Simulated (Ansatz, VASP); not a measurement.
## Al2InN3 in VASP and in Ansatz

Contents of INCAR:

```
SYSTEM = Al2InN3
PREC     = Accurate       ! precision mode
ENCUT    = 520            ! plane-wave cutoff, eV
EDIFF    = 1E-6           ! SCF threshold, eV
ISMEAR   = 0              ! smearing method
SIGMA    = 0.05           ! smearing width, eV
LREAL    = .False.        ! projectors in reciprocal space
LASPH    = .True.         ! aspherical terms in the spheres
NELM     = 80             ! most SCF steps
ALGO     = Normal         ! electronic algorithm
ISIF     = 2              ! what is computed and relaxed
LWAVE    = .False.        ! write WAVECAR
LCHARG   = .False.        ! write CHGCAR
GGA      = PE             ! functional
NBANDS   = 46             ! bands
```

The input KPOINTS:

```
regular mesh
0
Gamma
  6 6 6
  0 0 0
```

File POSCAR:

```
Al2InN3
1.0
    4.8070171487     -2.8394634300      0.0000000000
    4.8070171487      2.8394634300      0.0000000000
    0.0000000000      0.0000000000      5.1321127435
Al In N
4 2 6
Direct
    0.0084427086      0.3348641725      0.9917411822
    0.6651358275      0.9915572914      0.9917411822
    0.9915572914      0.6651358275      0.4917411822
    0.3348641725      0.0084427086      0.4917411822
    0.3220722962      0.6779277038      0.9869930315
    0.6779277038      0.3220722962      0.4869930315
    0.0367610679      0.3336262977      0.3556963910
    0.6663737023      0.9632389321      0.3556963910
    0.9632389321      0.6663737023      0.8556963910
    0.3336262977      0.0367610679      0.8556963910
    0.2982358752      0.7017641248      0.4061317922
    0.7017641248      0.2982358752      0.9061317922
```

Input for Ansatz:

```yaml
crystal:
  lattice:
    - [4.8070171487, -2.83946343, 0.0]
    - [4.8070171487, 2.83946343, 0.0]
    - [0.0, 0.0, 5.1321127435]
  atoms:
    - { symbol: Al, position: [0.0084427086, 0.3348641725, 0.9917411822] }
    - { symbol: Al, position: [0.6651358275, 0.9915572914, 0.9917411822] }
    - { symbol: Al, position: [0.9915572914, 0.6651358275, 0.4917411822] }
    - { symbol: Al, position: [0.3348641725, 0.0084427086, 0.4917411822] }
    - { symbol: In, position: [0.3220722962, 0.6779277038, 0.9869930315] }
    - { symbol: In, position: [0.6779277038, 0.3220722962, 0.4869930315] }
    - { symbol: "N", position: [0.0367610679, 0.3336262977, 0.355696391] }
    - { symbol: "N", position: [0.6663737023, 0.9632389321, 0.355696391] }
    - { symbol: "N", position: [0.9632389321, 0.6663737023, 0.855696391] }
    - { symbol: "N", position: [0.3336262977, 0.0367610679, 0.855696391] }
    - { symbol: "N", position: [0.2982358752, 0.7017641248, 0.4061317922] }
    - { symbol: "N", position: [0.7017641248, 0.2982358752, 0.9061317922] }
basis:
  ecutwfc: 520.0
kpoints:
  mp_grid: { grid: [6, 6, 6] }
hamiltonian:
  xc: pbe
  pseudopotentials: { kind: paw, azcp: { folder: soft_1 } }
scf:
  occupations: { method: gaussian, width: 0.05 }
output:
  forces: true
  stress: true
  eigenvalues: true
```

Change from the starting cell: volume 11.675 Å^3 an atom, stretch along b over the lengths across it, relative to the relaxed cell 1.0271.

Alike in both runs: task single point; functional PBE; k mesh 6 × 6 × 6; occupations gaussian, width 0.05 eV; no spin polarisation.

```csv
,VASP,Ansatz
version,VASP 6.6.1,Ansatz 0.2.0
potentials or method,"VASP PAW PBE potentials, release 64 (Al, In_d, N), cutoff 520 eV","scalar-relativistic, plane waves, PAW"
valence electrons in the cell,68,68
```

Ansatz gave:

| Item | Value |
| --- | --- |
| gap on the k mesh at the Fermi level (eV) | 2.36 |
| least direct gap on the mesh (eV) | 2.36 |
| pressure (GPa) | 7.6 |
| traceless stress, the component that is largest in VASP (GPa) | -5.55 |
| rms of the force components (eV/Å) | 0.176 |

**Question.** Which values does VASP return?

**Answer.** gap on the k mesh at the Fermi level (eV): 2.37; least direct gap on the mesh (eV): 2.37; pressure (GPa): 7.6; traceless stress, the component that is largest in VASP (GPa): -5.59; rms of the force components (eV/Å): 0.178.

Atom by atom the forces differ by 0.010 eV/Å (rms over components).
